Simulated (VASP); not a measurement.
Runs of VASP 6.6.1 on Y. The structure is that of space group I4/mmm (No. 139), or close to it. The cells are those of the table. 

```csv
cell,gap on the mesh (eV),pressure (GPa)
"a = 3.517, b = 3.517, c = 3.374 Å, angles 61.3, 61.3, 57.3°, 1 atom",none,(a)
"a = 3.450, b = 3.450, c = 3.655 Å, angles 58.0, 58.0, 64.0°, 1 atom",none,3.7
"a = 3.517, b = 3.517, c = 3.655 Å, angles 58.7, 58.7, 62.6°, 1 atom",none,1.8
"a = 3.591, b = 3.591, c = 3.374 Å, angles 62.0, 62.0, 56.0°, 1 atom",none,3.5
"a = 3.526, b = 3.526, c = 3.795 Å, angles 57.4, 57.4, 65.1°, 1 atom",none,(b)
```

Alike in all rows: task single point; level r2SCAN; potentials or basis VASP PAW PBE potentials, release 64 (Y_sv); no spin polarisation; k mesh 16 × 16 × 16; cutoff (eV) 520; smearing gaussian 0.15 eV.

**Question.** Fill in the values left out.

**Answer.** (a) 5.5; (b) 0.4.

Caveats: the PAW data sets were made with another functional, which shifts forces and pressure a little; the cell stands under pressure (at least some runs).

A k mesh can miss the band edges, and the runs leave out spin-orbit coupling on Y.

A gap of «none» marks levels without a gap at the run's occupations.
